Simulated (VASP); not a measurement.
Wanted: the native input for a VASP 6.6.1 run.

```yaml
Task: single point
Functional: PBEsol
Potentials_or_basis: VASP PAW PBE potentials, release 64 (Ir, Bi_d)
Cutoff: 520 eV
k_mesh: 12 × 12 × 12
Occupations: fermi-dirac, width 0.1 eV
Spin: no spin polarisation
Dipole_correction: no
Further_INCAR_settings: ALGO = Normal; EDIFF = 1e-06; NBANDS = 19
```

The structure of BiIr (zincblende type) lies in POSCAR:

```
BiIr
1.0
    0.0000000000      2.7595873792      2.7595873792
    2.7595873792      0.0000000000      2.7595873792
    2.7595873792      2.7595873792      0.0000000000
Ir Bi
1 1
Direct
    0.0000000000      0.0000000000      0.0000000000
    0.2500000000      0.2500000000      0.2500000000
```

This cell differs from its parent crystal: volume scaled by 0.76.

The input as run:

INCAR

```
PREC     = Accurate       # precision mode
ENCUT    = 520            # plane-wave cutoff, eV
EDIFF    = 1E-6           # SCF threshold, eV
ISMEAR   = -1             # smearing method
SIGMA    = 0.1            # smearing width, eV
LREAL    = F              # projectors in reciprocal space
LASPH    = T              # aspherical terms in the spheres
NELM     = 80             # most SCF steps
ALGO     = Normal         # electronic algorithm
ISIF     = 2              # what is computed and relaxed
LWAVE    = F              # write WAVECAR
LCHARG   = T              # write CHGCAR
GGA      = PS             # functional
LELF     = T              # ELF
LVHAR    = T            
NBANDS   = 19             # bands
```

KPOINTS

```
Automatic mesh
0
Gamma
  12 12 12
```

Potentials or basis: VASP PAW PBE potentials, release 64 (Ir, Bi_d).

Launch:

```console
$ cat potpaw_PBE.64/Ir/POTCAR potpaw_PBE.64/Bi_d/POTCAR > POTCAR
$ mpirun -np 1 vasp_std > vasp.out
```

Results of the run:

| Property | Result |
| --- | --- |
| Pressure | 53.5 GPa |
| Band gap on the k mesh | zero (band 12 reaches 12.94 eV, above the bottom of band 13 at 8.03 eV) |

Caveat: the PAW data sets were made with another functional, which shifts forces and pressure a little; spin-orbit coupling is left out, which moves the levels of the heavy elements.

Run time: 37 s on 1 thread of Intel(R) Xeon(R) Platinum 8488C (Sapphire Rapids) (shared host), peak memory 0.21 GiB.
